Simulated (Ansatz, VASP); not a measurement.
InP: VASP beside Ansatz

File POSCAR:

```
InP
1.0
    2.8945948488      2.8945948488      0.0000000000
   -2.8945948488      2.8945948488      0.0000000000
    0.0000000000      2.8945948488      3.0164957272
In P
1 1
Direct
    0.0000000000      0.0000000000      0.0000000000
    0.7500000000      0.2500000000      0.5000000000
```

Contents of INCAR.step1:

```
SYSTEM = InP
PREC = Accurate
ENCUT = 520
ISMEAR = 0
SIGMA = 0.01
LREAL = .False.
LASPH = .True.
NELM = 100
NBANDS = 16
GGA = PE
ALGO = Normal
EDIFF = 1E-4
LWAVE = .True.
LCHARG = .False.
```

File INCAR.step2:

```
SYSTEM = InP
PREC = Accurate
ENCUT = 520
EDIFF = 1E-6
ISMEAR = 0
SIGMA = 0.01
LREAL = .False.
LASPH = .True.
NELM = 100
ALGO = Normal
ISIF = 2
LWAVE = .False.
LCHARG = .False.
METAGGA = R2SCAN
LMIXTAU = .True.
NBANDS = 16
ISTART = 1
```

Contents of KPOINTS:

```
Automatic mesh
0
Gamma
  8 8 8
  0 0 0
```

Input for Ansatz:

```yaml
crystal:
  lattice:
    - [2.89459484879, 2.89459484879, 0.0]
    - [-2.89459484879, 2.89459484879, 0.0]
    - [0.0, 2.89459484879, 3.01649572718]
  atoms:
    - { symbol: In, position: [0.0, 0.0, 0.0] }
    - { symbol: P, position: [0.75, 0.25, 0.5] }
kpoints:
  mp_grid: { grid: [8, 8, 8] }
scf:
  occupations: { method: fixed }
  convergence: { dr2_threshold: 1.0e-10 }
hamiltonian:
  xc: r2scan
  pseudopotentials: { kind: paw }
output:
  forces: true
  stress: true
  eigenstates:
    kpoints:
      - [0.0, 0.0, 0.0]
      - [0.5, 0.0, 0.0]
      - [0.0, 0.5, 0.5]
      - [0.0, -0.5, 0.0]
      - [0.5, 0.0, 0.5]
      - [-0.5, -0.5, -0.5]
      - [-0.5, 0.5, 0.0]
      - [0.0, 0.0, -0.5]
  eigenvalues: true
```

Change from the starting cell: film at in-plane strain -0.02.

Alike in both runs: task single point; functional r2SCAN; k mesh 8 × 8 × 8; no spin polarisation.

```csv
,VASP,Ansatz
version,VASP 6.6.1,Ansatz 0.2.0
potentials or method,"VASP PAW PBE potentials, release 64 (In_d, P)","PAW with Ansatz's default frozen-core files, scalar-relativistic"
plane-wave cutoff (eV),520,500
occupations,"gaussian, width 0.01 eV",fixed
valence electrons in the cell,18,18
```

```csv
,VASP,Ansatz,Ansatz less VASP
gap on the k mesh at the Fermi level (eV),1.06,1.06,-0.004
pressure (GPa),1.2,1.3,+0.11
"traceless stress, the component that is largest in VASP (GPa)",-1.33,-1.32,+0.013
```

VASP's potentials were made for PBE, not for r2SCAN.
